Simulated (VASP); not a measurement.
Runs of VASP 6.6.1 on BAs. The structure is that of space group I-4m2 (No. 119), or close to it. The cells are those of the table. 

```csv
cell,gap on the mesh (eV),pressure (GPa)
"a = 3.309, b = 3.309, c = 3.566 Å, angles 57.4, 57.4, 65.2°, 2 atoms",none,0.4
"a = 3.291, b = 3.291, c = 3.670 Å, angles 56.1, 56.1, 67.8°, 2 atoms",none,(c)
"a = 3.337, b = 3.337, c = 3.473 Å, angles 58.6, 58.6, 62.7°, 2 atoms",(d),0.8
"a = 3.440, b = 3.440, c = 3.272 Å, angles 61.6, 61.6, 56.8°, 2 atoms",0.62,0.9
"a = 3.685, b = 3.685, c = 3.009 Å, angles 65.9, 65.9, 48.2°, 2 atoms",none,2.7
"a = 3.589, b = 3.589, c = 3.095 Å, angles 64.5, 64.5, 51.1°, 2 atoms",none,1.8
"a = 3.284, b = 3.284, c = 3.792 Å, angles 54.7, 54.7, 70.5°, 2 atoms",none,-2.2
"a = 3.762, b = 3.762, c = 2.951 Å, angles 66.9, 66.9, 46.2°, 2 atoms",none,2.6
"a = 3.511, b = 3.511, c = 3.179 Å, angles 63.1, 63.1, 53.8°, 2 atoms",none,(a)
"a = 3.289, b = 3.289, c = 3.899 Å, angles 53.6, 53.6, 72.7°, 2 atoms",none,-4.0
"a = 3.356, b = 3.356, c = 3.424 Å, angles 59.3, 59.3, 61.3°, 2 atoms",(b),0.9
```

Alike in all rows: task single point; level r2SCAN; potentials or basis VASP PAW PBE potentials, release 64 (B, As); no spin polarisation; k mesh 12 × 12 × 12; cutoff (eV) 520; smearing gaussian 0.05 eV.

Problem. Fill in the values left out.

Solution. (a) 1.1; (b) 0.74; (c) -0.6; (d) 0.11.

Caveats: the PAW data sets were made with another functional, which shifts forces and pressure a little.

A k mesh can miss the band edges, and the runs leave out spin-orbit coupling on As.

A gap of «none» marks levels without a gap at the run's occupations.
